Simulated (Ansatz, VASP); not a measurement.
# AlN: VASP beside Ansatz

```
Al N
1.0
     3.11100    0.03111    0.03111
    -1.52856    2.67865    0.01139
     0.04978    0.04978    4.97800
Al N
2 2
Cartesian
  0.0180 1.7961 0.0180
  1.5894 0.9385 2.5135
  0.0371 1.8153 1.9345
  1.6085 0.9577 4.4301
```

Change from the starting cell: equal xy, yz and zx shear strains of +2 %, PAW files.

Alike in both runs: task electric field gradients; functional PBE; k mesh 11 × 11 × 6; occupations fermi-dirac, width 0.02 eV; no spin polarisation.

|  | VASP | Ansatz |
| --- | --- | --- |
| version | VASP 6.6.1 | Ansatz 0.2.0 |
| potentials or method | VASP PAW PBE potentials, release 64 (Al, N) | PAW with Ansatz's default frozen-core files, scalar-relativistic |
| plane-wave cutoff (eV) | 520 | 420 |
| valence electrons in the cell | 16 | 16 |

Ansatz gave:

| Item | Value |
| --- | --- |
| gap on the k mesh at the Fermi level (eV) | 4.12 |
| pressure (GPa) | 4.2 |
| traceless stress, the component that is largest in VASP (GPa) | -3.61 |
| rms of the force components (eV/Å) | 0.177 |
| size of Vzz on the site where it differs most (V/Å²) | 8.8 |

**Question.** Estimate VASP's values.

**Answer.** gap on the k mesh at the Fermi level (eV): 4.13; pressure (GPa): 3.9; traceless stress, the component that is largest in VASP (GPa): -3.64; rms of the force components (eV/Å): 0.178; size of Vzz on the site where it differs most (V/Å²): 9.2.

Atom by atom the forces differ by 0.001 eV/Å (rms over components).
